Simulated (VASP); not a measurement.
**LiF: single point with PBE**

The system is LiF.

```
CELL_PARAMETERS angstrom
3.16705 0.00000 0.00000
-1.58352 2.74274 0.00000
0.00000 0.00000 4.96638
ATOMIC_POSITIONS crystal
Li 0.33333 0.66667 0.38107
Li 0.66667 0.33333 0.88107
F 0.33333 0.66667 0.99393
F 0.66667 0.33333 0.49393
```

This cell differs from its parent crystal: volume 10.785 Å^3 an atom, c/a of the conventional cell 1.5681.

```
Program             : VASP 6.6.1
Task                : single point
Functional          : PBE
Potentials or basis : VASP PAW PBE potentials, release 64 (Li_sv, F)
Cutoff              : 520 eV
k mesh              : 9 × 9 × 6
Occupations         : gaussian, width 0.05 eV
Spin                : no spin polarisation
```

| Item | Value |
| --- | --- |
| Largest force | 0.007 eV/Å |
| Band gap on the k mesh | 7.39 eV, direct |

Forces in eV/Å, atoms in the order of the input:
```
Li   0.000  0.000 -0.007
Li   0.000  0.000 -0.007
F    0.000  0.000  0.007
F    0.000  0.000  0.007
```

Levels at points of the mesh, in eV from the valence-band top:
| k point | band 7 | band 8 | band 9 | band 10 | band 11 | band 12 | band 13 | band 14 |
| --- | --- | --- | --- | --- | --- | --- | --- | --- |
| (0.00, 0.00, 0.00) | -0.42 | -0.13 | -0.13 | 0.00 | 7.39 | 11.55 | 14.48 | 17.94 |
| (0.00, 0.00, 0.50) | -0.28 | -0.28 | -0.28 | -0.28 | 9.02 | 9.02 | 16.93 | 16.93 |

Run time: 12 s on 1 thread of Intel(R) Xeon(R) 6975P-C (Granite Rapids), with other jobs on the host, peak memory 0.16 GiB.

 A k mesh can miss the band edges.
